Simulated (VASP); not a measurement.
Input of a VASP 6.6.1 run:

File INCAR:

```
PREC = Accurate
ENCUT = 520
EDIFF = 1E-8
ISMEAR = -1
SIGMA = 0.05
LREAL = F
LASPH = T
NELM = 60
ALGO = Normal
ISIF = 2
LWAVE = F
LCHARG = F
GGA = CA
LEFG = T
NBANDS = 36
```

Contents of KPOINTS:

```
regular mesh
0
Gamma
  9 9 9
```

POSCAR

```
NbRu3
1.0
    3.8007941018      0.0000000000      0.0000000000
    0.0000000000      3.8007941018      0.0000000000
    0.0000000000      0.0000000000      3.8007941018
Nb Ru
1 3
Direct
    0.0000000000      0.0000000000      0.0000000000
    0.0000000000      0.5000000000      0.5000000000
    0.5000000000      0.0000000000      0.5000000000
    0.5000000000      0.5000000000      0.0000000000
```

Potentials or basis: VASP PAW LDA potentials, release 64 (Nb_sv, Ru_pv).

Run with:

```bash
$ cat potpaw_LDA.64/Nb_sv/POTCAR potpaw_LDA.64/Ru_pv/POTCAR > POTCAR
$ mpirun -np 1 vasp_std > vasp.out
```

Q: What does it give for the band gap on the k mesh?

A: Zero (an odd number of electrons rules out a gap without spin polarisation).

Q: Estimate the pressure.

A: 7.6 GPa.

Electric field gradients, principal values (V/Å²):
```csv
atom,least,middle,greatest (by size)
1 Nb,0.000,0.000,0.000
2 Ru,11.966,11.966,-23.933
3 Ru,11.966,11.966,-23.933
4 Ru,11.966,11.966,-23.933
```

Caveat: the cell stands under pressure; without QUAD_EFG the Cq values of the log hold for a quadrupole moment of 1 mb, not for the nuclei.
